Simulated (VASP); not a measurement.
# NaHF2 (R-3m) in VASP: vibrations by perturbation theory with PBEsol

Aim: the vibrations by perturbation theory of NaHF2 with PBEsol.

All numbers are computed with VASP 6.6.1; they aren't measurements. Logs are shortened: lines on timing, memory, paths and dates and some standing lists are left out, and cuts for length are marked.

### 1 The cell of the first run

It takes space group R-3m (No. 166, trigonal). Conventional cell: a = 3.513 Å, b = 3.513 Å, c = 13.868 Å, α = 90.00°, β = 90.00°, γ = 120.00°. Na (site symmetry -3m) has 6 F at 2.34 Å and 6 H at 3.07 Å within 3.1 Å. H (site symmetry -3m) has 2 F at 1.15 Å within 1.5 Å. Within 1.5 Å of F (site symmetry 3m) lie 1 H at 1.15 Å.

### 2 Vibrations by perturbation theory, PBEsol (12.35 Å³/atom)

INCAR reads:

```
SYSTEM = NaHF2
PREC = Accurate
ENCUT = 520
EDIFF = 1E-8
ISMEAR = 0
SIGMA = 0.01
LREAL = .FALSE.
LASPH = .TRUE.
NELM = 80
ALGO = Normal
ISIF = 2
LWAVE = .FALSE.
LCHARG = .FALSE.
GGA = PS
NBANDS = 19
IBRION = 8
NSW = 1
```

KPOINTS reads:

```
Automatic mesh
0
G
  8 8 8
  0 0 0
```

POSCAR reads:

```
NaHF2
1.0
    1.7562766745      1.0139868108      4.6226493268
   -1.7562766745      1.0139868108      4.6226493268
    0.0000000000     -2.0279736216      4.6226493268
Na H F
1 1 2
Direct
    0.0000000000      0.0000000000      0.0000000000
    0.5000000000      0.5000000000      0.5000000000
    0.4174195653      0.4174195653      0.4174195653
    0.5825804347      0.5825804347      0.5825804347
```

Potentials or basis: VASP PAW PBE potentials, release 64 (Na_pv, H, F).

Launch:

```
cat potpaw_PBE.64/Na_pv/POTCAR potpaw_PBE.64/H/POTCAR potpaw_PBE.64/F/POTCAR > POTCAR
mpirun -np 1 vasp_std > vasp.out
```

OUTCAR:

```text
SYSTEM = NaHF2
   PREC = Accurate
   ENCUT = 520
   EDIFF = 1E-8
   ISMEAR = 0
   LREAL = .FALSE.
   LASPH = .TRUE.
   NELM = 80
   ISIF = 2
   GGA = PS
   IBRION = 8
   NSW = 1

 ion  position               nearest neighbor table
   1  0.000  0.000  0.000-   4 2.34   4 2.34   3 2.34   3 2.34   4 2.34   3 2.34
   2  0.500  0.500  0.500-   3 1.15   4 1.15
   3  0.417  0.417  0.417-   2 1.15   1 2.34   1 2.34   1 2.34
   4  0.583  0.583  0.583-   2 1.15   1 2.34   1 2.34   1 2.34

  LATTYP: Found a trigonal (rhomboedric) cell.
 ALAT       =     5.0479266841
 COS(alpha) =     0.7579027896

  Lattice vectors:

 A1 = (   1.7562766745,   1.0139868108,   4.6226493268)
 A2 = (  -1.7562766745,   1.0139868108,   4.6226493268)
 A3 = (   0.0000000000,  -2.0279736216,   4.6226493268)

Analysis of symmetry for initial positions (statically):
=====================================================================
 Subroutine PRICEL returns:
 Original cell was already a primitive cell.

 Routine SETGRP: Setting up the symmetry group for a
 trigonal (rhombohedral) supercell.

 Subroutine GETGRP returns: Found 12 space group operations
 (whereof 12 operations were pure point group operations)
 out of a pool of 12 trial point group operations.

The static configuration has the point symmetry D_3d.

Analysis of symmetry for dynamics (positions and initial velocities):
=====================================================================
 Subroutine PRICEL returns:
 Original cell was already a primitive cell.

 Routine SETGRP: Setting up the symmetry group for a
 trigonal (rhombohedral) supercell.

 Subroutine GETGRP returns: Found 12 space group operations
 (whereof 12 operations were pure point group operations)
 out of a pool of 12 trial point group operations.
[... 723 lines left out ...]
  free  energy   TOTEN  =       -17.7000401297 eV

  energy  without entropy=      -17.7000401297  energy(sigma->0) =      -17.70004013

[... ionic steps 2 to 9 ...]

--------------------------------------- Ionic step       10  -------------------------------------------

------------------------ aborting loop because EDIFF is reached ----------------------------------------

[... ionic steps 11 to 11 ...]

--------------------------------------- Ionic step       12  -------------------------------------------

 Free energy of the ion-electron system (eV)
  ---------------------------------------------------
  ---------------------------------------------------
  free energy    TOTEN  =        -0.54125442 eV

  energy without entropy =       -0.54125442

------------------------ aborting loop because EDIFF is reached ----------------------------------------

 INTERNAL STRAIN TENSOR  FOR ION    3  DIRECTION 3   (eV/Angst):
 -----------------------------------------------------------------------------
    -1.82891 -0.00000  0.00000
    -0.00000 -1.82891 -0.00000
     0.00000 -0.00000 27.44578

 INTERNAL STRAIN TENSOR FOR ION    4 for displacements in x,y,z  (eV/Angst):
          X           Y           Z          XY          YZ          ZX
  --------------------------------------------------------------------------------
  x     0.00000     0.00000    -0.00000    -0.63090     0.00000     1.54459
  y    -0.63090     0.63090     0.00000     0.00000     1.30759     0.00000
  z     1.82891     1.82891   -27.44578    -0.00000    -0.00000     0.00000

 SECOND DERIVATIVES (NOT SYMMETRIZED)
 ------------------------------------
               1X          1Y          1Z          2X          2Y          2Z          3X          3Y          3Z          4X          4Y          4Z
  1X    -2.218137    0.000000    0.000000    0.117130    0.000000    0.000000    1.050504    0.000000    0.000000    1.050504    0.000000    0.000000
  1Y     0.000000   -2.218137   -0.000000    0.000000    0.117130    0.000000    0.000000    1.050504   -0.000000    0.000000    1.050504   -0.000000
  1Z     0.000000    0.000000   -2.729195    0.000000    0.000000    2.645019    0.000000    0.000000    0.042088    0.000000    0.000000    0.042088
  2X     0.119618    0.000000    0.000000   -4.911920    0.000000    0.000000    2.396151    0.000000    0.000000    2.396151    0.000000    0.000000
  2Y     0.000000    0.119618   -0.000000    0.000000   -4.911920    0.000000    0.000000    2.396151    0.000000    0.000000    2.396151    0.000000
  2Z     0.000000   -0.000000    2.638514    0.000000    0.000000  -10.404313    0.000000    0.000000    3.882900    0.000000    0.000000    3.882900
  3X     1.045480    0.000000    0.000000    2.387805    0.000000    0.000000   -2.411426    0.000000   -0.000000   -1.021859    0.000000    0.000000
  3Y     0.000000    1.045480    0.000000    0.000000    2.387805    0.000000    0.000000   -2.411426   -0.000000    0.000000   -1.021859   -0.000000
  3Z     0.000000    0.000000    0.038236    0.000000    0.000000    3.882607    0.000000    0.000000  -16.488534    0.000000   -0.000000   12.567691
  4X     1.045480    0.000000    0.000000    2.387805    0.000000    0.000000   -1.021859    0.000000    0.000000   -2.411426    0.000000   -0.000000
  4Y     0.000000    1.045480    0.000000    0.000000    2.387805    0.000000    0.000000   -1.021859   -0.000000    0.000000   -2.411426   -0.000000
  4Z     0.000000    0.000000    0.038236    0.000000    0.000000    3.882607    0.000000   -0.000000   12.567691    0.000000    0.000000  -16.488534

 Eigenvectors and eigenvalues of the dynamical matrix
 ----------------------------------------------------

   1 f  =   50.865155 THz   319.595196 2PiTHz 1696.678950 cm-1   210.361285 meV
             X         Y         Z           dx          dy          dz
      0.000000  0.000000  0.000000     0.000000   -0.000000   -0.052150
      0.000000  0.000000  6.933974     0.000000   -0.000000    0.991366
      0.000000  0.000000  5.788753    -0.000000    0.000000   -0.085071
      0.000000  0.000000  8.079195    -0.000000    0.000000   -0.085071
[... 71 lines left out ...]
  12 f/i=    0.010129 THz     0.063641 2PiTHz    0.337859 cm-1     0.041889 meV
             X         Y         Z           dx          dy          dz
      0.000000  0.000000  0.000000     0.606943    0.041070   -0.000000
      0.000000  0.000000  6.933974     0.126561    0.008564   -0.000000
      0.000000  0.000000  5.788753     0.552741    0.037403   -0.000000
      0.000000  0.000000  8.079195     0.552741    0.037403   -0.000000

--------------------------------------------------------------------------------------------------------

 ELASTIC MODULI CONTR FROM IONIC RELAXATION (kBar)
 Direction    XX          YY          ZZ          XY          YZ          ZX
 --------------------------------------------------------------------------------
 XX         -26.0513     11.1148    112.0732     -0.0000     38.5146      0.0000
 YY          11.1148    -26.0513    112.0732      0.0000    -38.5146     -0.0000
 ZZ         112.0732    112.0732  -1681.8418     -0.0000      0.0000      0.0000
 XY          -0.0000      0.0000     -0.0000    -18.5830      0.0000     45.4954
 YZ          38.5146    -38.5146      0.0000      0.0000    -79.8240     -0.0000
 ZX           0.0000     -0.0000      0.0000     45.4954     -0.0000   -111.3826
 --------------------------------------------------------------------------------
```

stdout:

```text
POSCAR found type information on POSCAR NaH F
 POSCAR found :  3 types and       4 ions
 scaLAPACK will be used
 -----------------------------------------------------------------------------
|                                                                             |
|                                                                             |
|     You enforced a specific xc type in the INCAR file but a different       |
[... 22 lines left out ...]
 Linear response progress:
 first order change of Fermi-energy  -0.21058E-03
 force on displaced ion       2 direction 3 :   0.000  -0.000 -10.404
 Linear response progress:
 first order change of Fermi-energy   0.14227E-03
 force on displaced ion       3 direction 1 :  -2.411   0.001  -0.000
 Linear response progress:
 first order change of Fermi-energy  -0.10044E+01
 force on displaced ion       3 direction 3 :   0.000  -0.000 -16.489
 Linear response finished
```

Run time: 22 min. Hardware: 1 thread of Intel Xeon Platinum 8488C (Sapphire Rapids), shared host; peak memory 0.67 GiB.

Results:

| Item | Value |
| --- | --- |
| Highest phonon frequency at Γ, LO-TO splitting left out | 1697 cm⁻¹ |

Phonon frequencies in cm⁻¹ (negative: imaginary):
| q point | frequencies |
| --- | --- |
| (0.000, 0.000, 0.000) | 0 0 0 141 141 197 204 204 645 1170 1170 1697 |

Caveat: the cell stands under pressure or tension, which shifts response properties; the PAW data sets were made with another functional, which shifts forces and pressure a little.
